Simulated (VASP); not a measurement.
A run of VASP 6.6.1:

File INCAR:

```
  ALGO = Normal
  EDIFF = 1E-7
  ENCUT = 520
  GGA = CA
  ISIF = 2
  ISMEAR = -1
  LASPH = True
  LCHARG = True
  LELF = True
  LREAL = False
  LVHAR = True
  LWAVE = False
  NBANDS = 42
  NELM = 80
  PREC = Accurate
  SIGMA = 0.1
```

The input KPOINTS:

```
k-points
0
Gamma
  6 6 3
```

POSCAR

```
LaSb2Au
1.0
    4.5135003462      0.0000000000      0.0000000000
    0.0000000000      4.5135003462      0.0000000000
    0.0000000000      0.0000000000     10.6142550973
La Sb Au
2 4 2
Direct
    0.5000000000      0.0000000000      0.7531500000
    0.0000000000      0.5000000000      0.2468500000
    0.5000000000      0.0000000000      0.1694000000
    0.0000000000      0.5000000000      0.8306000000
    0.0000000000      0.0000000000      0.5000000000
    0.5000000000      0.5000000000      0.5000000000
    0.0000000000      0.0000000000      0.0000000000
    0.5000000000      0.5000000000      0.0000000000
```

Potentials or basis: VASP PAW LDA potentials, release 64 (La, Sb, Au).

Launch:

```console
$ cat potpaw_LDA.64/La/POTCAR potpaw_LDA.64/Sb/POTCAR potpaw_LDA.64/Au/POTCAR > POTCAR
$ mpirun -np 1 vasp_std > vasp.out
```

Hardware: 1 thread of Intel(R) Xeon(R) Platinum 8488C (Sapphire Rapids), on a shared host.

Problem. How long does it take, and how much memory?

Solution. Wall time 2.7 min on 1 thread of Intel(R) Xeon(R) Platinum 8488C (Sapphire Rapids), on a shared host, peak memory 0.37 GiB. Counts: scf iterations 17, k points 20.
